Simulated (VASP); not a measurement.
## Si: single point with r2SCAN

Si, a slab with vacuum:

```
Si
1.0
     3.83191    0.00000    0.00000
    -1.91595    3.31853    0.00000
     0.00000    0.00000   18.97113
Si
4
Cartesian
  1.9160 1.1062 7.5000
  0.0000 2.2124 8.3002
  0.0000 2.2124 10.6709
  1.9160 1.1062 11.4711
```

This cell differs from its parent crystal: atoms taken out.

* Program: VASP 6.6.1
* Task: single point
* Functional: r2SCAN
* Potentials or basis: VASP PAW PBE potentials, release 64 (Si)
* Cutoff: 520 eV
* k mesh: 9 × 9 × 1
* Occupations: gaussian, width 0.05 eV
* Spin: no spin polarisation
* Dipole correction: yes
* Further INCAR settings: ALGO = Normal; EDIFF = 1e-06; NBANDS = 16

| Property | Result |
| --- | --- |
| Largest force | 0.851 eV/Å |

Forces on the atoms (eV/Å):
```
Si   0.000  0.000  0.759
Si   0.000  0.000 -0.851
Si   0.000  0.000  0.851
Si   0.000  0.000 -0.759
```

Levels at points of the mesh, in eV from the Fermi level:
| k point | band 5 | band 6 | band 7 | band 8 | band 9 | band 10 | band 11 | band 12 |
| --- | --- | --- | --- | --- | --- | --- | --- | --- |
| (0.00, 0.00, 0.00) | -0.84 | -0.84 | 0.01 | 0.01 | 1.06 | 2.72 | 3.20 | 3.20 |

Wall time 4 min on 1 thread of Intel(R) Xeon(R) Platinum 8488C (Sapphire Rapids), on a shared host, peak memory 0.36 GiB.

Caveat: the cell differs from its parent crystal (atoms taken out); the PAW data sets were made with another functional, which shifts forces and pressure a little.
